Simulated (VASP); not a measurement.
# Ti (Pm-3m) in VASP: single point with PBEsol

Aim: the single point of Ti with PBEsol.

Program: VASP 6.6.1. These are calculated values, not measurements. Logs are shortened: lines on timing, memory, paths and dates and some standing lists are left out, and cuts for length are marked.

**1. The cell of the first run**

The structure is cubic, space group Pm-3m (No. 221). The conventional cell has a = 2.555 Å, b = 2.555 Å, c = 2.555 Å, α = 90.00°, β = 90.00°, γ = 90.00°. Within 3.4 Å of Ti (site symmetry m-3m) lie 6 Ti at 2.56 Å.

**2. Single point, PBEsol**

INCAR reads:

```
  PREC = Accurate
  ENCUT = 520
  EDIFF = 1E-6
  ISMEAR = 0
  SIGMA = 0.15
  LREAL = F
  LASPH = T
  NELM = 80
  ALGO = Normal
  ISIF = 2
  LWAVE = F
  LCHARG = T
  GGA = PS
  LELF = T
  LVHAR = T
  NBANDS = 12
```

KPOINTS reads:

```
Automatic mesh
0
Gamma
  28 28 28
```

POSCAR reads:

```
Ti
1.0
   -0.8516735153      1.7033470307      1.7033470307
    1.7033470307     -0.8516735153      1.7033470307
    1.7033470307      1.7033470307     -0.8516735153
Ti
1
Direct
    0.0000000000      0.0000000000      0.0000000000
```

Potentials or basis: VASP PAW PBE potentials, release 64 (Ti_sv).

On the command line:

```
$ cat potpaw_PBE.64/Ti_sv/POTCAR > POTCAR
$ mpirun -np 1 vasp_std > vasp.out
```

OUTCAR:

```text
PREC = Accurate
   ENCUT = 520
   EDIFF = 1E-6
   ISMEAR = 0
   LREAL = F
   LASPH = T
   NELM = 80
   ISIF = 2
   GGA = PS

 ion  position               nearest neighbor table
   1  0.000  0.000  0.000-

  LATTYP: Found a simple cubic cell.
 ALAT       =     2.5550205460

  Lattice vectors:

 A1 = (  -0.8516735153,   1.7033470307,   1.7033470307)
 A2 = (   1.7033470307,  -0.8516735153,   1.7033470307)
 A3 = (   1.7033470307,   1.7033470307,  -0.8516735153)

Analysis of symmetry for initial positions (statically):
=====================================================================
 Subroutine PRICEL returns:
 Original cell was already a primitive cell.

 Routine SETGRP: Setting up the symmetry group for a
 simple cubic supercell.

 Subroutine GETGRP returns: Found 48 space group operations
 (whereof 48 operations were pure point group operations)
 out of a pool of 48 trial point group operations.

The static configuration has the point symmetry O_h .

Analysis of symmetry for dynamics (positions and initial velocities):
=====================================================================
 Subroutine PRICEL returns:
 Original cell was already a primitive cell.

 Routine SETGRP: Setting up the symmetry group for a
 simple cubic supercell.

 Subroutine GETGRP returns: Found 48 space group operations
 (whereof 48 operations were pure point group operations)
 out of a pool of 48 trial point group operations.

The dynamic configuration has the point symmetry O_h .

 Subroutine INISYM returns: Found 48 space group operations
 (whereof 48 operations are pure point group operations),
 and found     1 'primitive' translations

----------------------------------------------------------------------------------------

                                     Primitive cell

  volume of cell :      16.6795

  direct lattice vectors                    reciprocal lattice vectors
    -0.851673515  1.703347031  1.703347031    -0.130462095  0.260924190  0.260924190
     1.703347031 -0.851673515  1.703347031     0.260924190 -0.130462095  0.260924190
     1.703347031  1.703347031 -0.851673515     0.260924190  0.260924190 -0.130462095

  length of vectors
     2.555020546  2.555020546  2.555020546     0.391386285  0.391386285  0.391386285

  position of ions in fractional coordinates (direct lattice)
     0.000000000  0.000000000  0.000000000

  ion indices of the primitive-cell ions
   primitive index   ion index
                 1           1

----------------------------------------------------------------------------------------

 KPOINTS: Automatic mesh

Automatic generation of k-mesh.
 Grid dimensions read from file:
 generate k-points for:   28   28   28

 Generating k-lattice:

  Cartesian coordinates                     Fractional coordinates (reciprocal lattice)
    -0.004659361  0.009318721  0.009318721     0.035714286  0.000000000  0.000000000
     0.009318721 -0.004659361  0.009318721     0.000000000  0.035714286  0.000000000
     0.009318721  0.009318721 -0.004659361     0.000000000  0.000000000  0.035714286

  Length of vectors
     0.013978082  0.013978082  0.013978082

  Shift w.r.t. Gamma in fractional coordinates (k-lattice)
     0.000000000  0.000000000  0.000000000

 Subroutine IBZKPT returns following result:
 ===========================================

 Found    680 irreducible k-points:

 Following reciprocal coordinates:
            Coordinates               Weight
  0.000000  0.000000  0.000000      1.000000
  0.035714 -0.000000 -0.000000      6.000000
  0.071429 -0.000000 -0.000000      6.000000
  0.107143  0.000000  0.000000      6.000000
  0.142857  0.000000  0.000000      6.000000
  0.178571  0.000000  0.000000      6.000000
[... 16 lines left out ...]
  0.285714  0.035714  0.000000     24.000000
  0.321429  0.035714  0.000000     24.000000
 [... further k-points ...]
   k-points           NKPTS =    680   k-points in BZ     NKDIM =    680   number of bands    NBANDS=     12
   number of dos      NEDOS =    301   number of ions     NIONS =      1
   total plane-waves  NPLWV =   8000
   dimension x,y,z NGX =    20 NGY =   20 NGZ =   20
   dimension x,y,z NGXF=    40 NGYF=   40 NGZF=   40
   ions per type =               1
   NGX,Y,Z   is equivalent  to a cutoff of  13.01, 13.01, 13.01 a.u.
   NGXF,Y,Z  is equivalent  to a cutoff of  26.03, 26.03, 26.03 a.u.
 SYSTEM =  unknown system
   PREC   = accura    normal or accurate (medium, high low for compatibility)
   ISTART =      0    job   : 0-new  1-cont  2-samecut
   ICHARG =      2    charge: 1-file 2-atom 10-const
   ISPIN  =      1    spin polarized calculation?
   LNONCOLLINEAR =      F non collinear calculations
   LSORBIT =      F    spin-orbit coupling
   LASPH  =      T    aspherical Exc in radial PAW
   ENCUT  =  520.0 eV  38.22 Ry    6.18 a.u.   4.75  4.75  4.75*2*pi/ulx,y,z
   NELM   =     80;   NELMIN=  2; NELMDL= -5     # of ELM steps
   EDIFF  = 0.1E-05   stopping-criterion for ELM
   LREAL  =      F    real-space projection
   EDIFFG = 0.1E-04   stopping-criterion for IOM
   NSW    =      0    number of steps for IOM
   IBRION =     -1    ionic relax: 0-MD 1-quasi-New 2-CG
   NFREE  =      0    steps in history (QN), initial steepest desc. (CG)
   ISIF   =      2    stress and relaxation
   ISYM   =      2    0-nonsym 1-usesym 2-fastsym
   POTIM  = 0.5000    time-step for ionic-motion
   TEBEG  =    0.0;   TEEND  =   0.0 temperature during run
   PSTRESS=    0.0 pullay stress
   NELECT =      12.0000    total number of electrons
   NUPDOWN=      -1.0000    fix difference up-down
   EMIN   =  10.00;   EMAX   =-10.00  energy-range for DOS
   EFERMI =   0.00;   METHOD = LEGACY
   ISMEAR =     0;   SIGMA  =   0.15  broadening in eV -4-tet -1-fermi 0-gaus
   EFERMI_NEDOS =   21; number of points for ismear=-14 and -15
   IALGO  =     38    algorithm
   IMIX   =      4    mixing-type and parameters
     AMIX     =   0.40;   BMIX     =  1.00
     AMIX_MAG =   1.60;   BMIX_MAG =  1.00
  volume/ion in A,a.u.               =      16.68       112.56
  Fermi-wavevector in a.u.,A,eV,Ry     =   1.466924  2.772084 29.277901  2.151865
  Thomas-Fermi vector in A             =   2.582603
   LORBIT       =      0    0 simple, 1 ext, 2 COOP (PROOUT), +10 PAW based schemes
   GGA     = PS    functional components
   LHFCALC =     F    Hartree Fock is set to
   AEXX    =    0.0000 exact exchange contribution
   IVDW    =     0    specifies the selected vdW correction
   LEPSILON=     F    determine dielectric tensor
   LRPA    =     F    only Hartree local field effects (RPA)
 non-spin polarized calculation
 Gauss-broadening in eV      SIGMA  =   0.15
  energy-cutoff  :      520.00
  volume of cell :       16.68
 maximum number of plane-waves:       468
 NGX is ok and might be reduce to    20
   NGX =  9   NGY =  9   NGZ =  9

 number of electron      12.0000010 magnetization

 Free energy of the ion-electron system (eV)
  ---------------------------------------------------
  ext. energy  EPLUGINS =         0.00000000
  ---------------------------------------------------
  free energy    TOTEN  =        -7.50264861 eV

  energy without entropy =       -7.47904124  energy(sigma->0) =       -7.49084492

 E-fermi :   8.4312     XC(G=0): -11.7289

 val. band max:        8.4282523144   @ k =   0.4643   0.4286   0.2500
 cond. band min:       8.4314507957   @ k =   0.3929   0.1429   0.0357
 fundamental gap:      0.0031984813
 Fermi energy:         8.4312120601

 k-point     1 :       0.0000    0.0000    0.0000
  band No.  band energies     occupation
      1     -47.8181      2.00000
      2     -23.5395      2.00000
      3     -23.5395      2.00000
      4     -23.5395      2.00000
      5       2.5130      2.00000
      6       6.9341      2.00000
      7       6.9341      2.00000
      8      12.7840      0.00000
      9      12.7840      0.00000
     10      12.7840      0.00000
     11      25.1725      0.00000
     12      25.1725      0.00000

 k-point     2 :       0.0357   -0.0000   -0.0000
  band No.  band energies     occupation
      1     -47.8159      2.00000
      2     -23.5548      2.00000
      3     -23.5382      2.00000
      4     -23.5382      2.00000
      5       2.5495      2.00000
      6       6.9434      2.00000
      7       6.9627      2.00000
      8      12.7508      0.00000
      9      12.7508      0.00000
     10      12.7864      0.00000
     11      24.8711      0.00000
     12      25.2318      0.00000

 k-point     3 :       0.0714   -0.0000   -0.0000
  band No.  band energies     occupation
      1     -47.8093      2.00000
      2     -23.6001      2.00000
      3     -23.5343      2.00000
      4     -23.5343      2.00000
      5       2.6577      2.00000
      6       6.9707      2.00000
      7       7.0471      2.00000
      8      12.6540      0.00000
      9      12.6540      0.00000
     10      12.7936      0.00000
     11      24.1278      0.00000
     12      25.4067      0.00000
[... 286 lines left out ...]
 k-point    23 :       0.2857    0.0357    0.0000
  band No.  band energies     occupation
      1     -47.7064      2.00000
      2     -24.2609      2.00000
      3     -23.4900      2.00000
      4     -23.4741      2.00000
      5       4.5327      2.00000
      6       7.4336      2.00000
      7       8.2874      1.82480
      8      11.3508      0.00000
      9      11.3837      0.00000
     10      12.8744      0.00000
     11      18.6337      0.00000
     12      26.9488      0.00000

 k-point    24 :       0.3214    0.0357    0.0000
  band No.  band energies     occupation
      1     -47.6872      2.00000
      2     -24.3809      2.00000
      3     -23.4788      2.00000
      4     -23.4629      2.00000
      5       4.9611      2.00000
      6       7.5221      2.00000
      7       8.4472      0.88045
      8      11.1543      0.00000
      9      11.1750      0.00000
     10      12.8957      0.00000
     11      17.9711      0.00000
     12      26.7106      0.00000

 [... further k-points ...]
[... 5 lines left out ...]
  --------------------------------------------------------------------------------------
  -------------------------------------------------------------------------------------
  Total        0.4362454      0.4362454      0.4362454      0.0000000      0.0000000      0.0000000
  in kB       41.9042682     41.9042682     41.9042682      0.0000000      0.0000000      0.0000000
  external PRESSURE =      41.9042682 kB  Pullay stress =       0.0000000 kB

 VOLUME and BASIS-vectors are now :
 -----------------------------------------------------------------------------
  energy-cutoff  :      520.00
  volume of cell :       16.68
      direct lattice vectors                 reciprocal lattice vectors
    -0.851673515  1.703347031  1.703347031    -0.130462095  0.260924190  0.260924190
     1.703347031 -0.851673515  1.703347031     0.260924190 -0.130462095  0.260924190
     1.703347031  1.703347031 -0.851673515     0.260924190  0.260924190 -0.130462095

 POSITION                                       TOTAL-FORCE (eV/Angst)
 -----------------------------------------------------------------------------------
      0.00000      0.00000      0.00000         0.000000      0.000000      0.000000
 -----------------------------------------------------------------------------------
    total drift:                                0.000000     -0.000000      0.000000

  FREE ENERGIE OF THE ION-ELECTRON SYSTEM (eV)
  ---------------------------------------------------
  free  energy   TOTEN  =        -7.5026486060 eV

  energy  without entropy=       -7.4790412386  energy(sigma->0) =       -7.49084492
```

It took 68 s on 1 thread of Intel Xeon 6975P-C, shared host; peak memory 0.24 GiB.

What came out:

| Quantity | Value |
| --- | --- |
| Free energy | -7.5026 eV |
| Pressure | 4.2 GPa |
| Band gap on the k mesh | zero (band 6 reaches 9.32 eV, above the bottom of band 7 at 6.93 eV) |

Levels at points of the mesh, in eV from the Fermi level:
```tsv
k point	band 4	band 5	band 6	band 7	band 8	band 9
(0.00, 0.00, 0.00)	-31.97	-5.92	-1.50	-1.50	4.35	4.35
(0.50, 0.00, 0.00)	-31.87	-1.87	-0.69	-0.08	2.21	2.21
(0.50, 0.50, 0.00)	-31.77	-3.12	-0.09	2.70	2.70	5.66
(0.50, 0.50, 0.50)	-32.79	-1.43	-1.43	-1.43	5.78	5.78
```

Caveat: the PAW data sets were made with another functional, which shifts forces and pressure a little.
